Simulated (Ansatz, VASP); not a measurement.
# ZnO in VASP and in Ansatz

```
Zn O
1.0
     3.12869    0.00000    0.00000
    -1.56435    2.70953    0.00000
     0.00000    0.00000    5.06065
Zn O
2 2
Direct
  0.33333 0.66667 0.50042
  0.66667 0.33333 0.00042
  0.66667 0.33333 0.37859
  0.33333 0.66667 0.87859
```

Alike in both runs: task single point; functional LDA; k mesh 8 × 8 × 4; no spin polarisation.

|  | VASP | Ansatz |
| --- | --- | --- |
| version | VASP 6.6.1 | Ansatz 0.2.0 |
| potentials or method | VASP PAW LDA potentials, release 64 (Zn, O), cutoff 520 eV | all-electron LAPW, scalar-relativistic |
| occupations | gaussian, width 0.01 eV | fixed |

```tsv
	VASP	Ansatz	Ansatz less VASP
gap on the k mesh at the Fermi level (eV)	0.90	0.90	+0.005
pressure (GPa)	11.5	10.1	-1.40
```

LDA's correlation is that of Perdew and Zunger in VASP and of Perdew and Wang (1992) in Ansatz. Ansatz ran all-electron here, and VASP with PAW potentials.
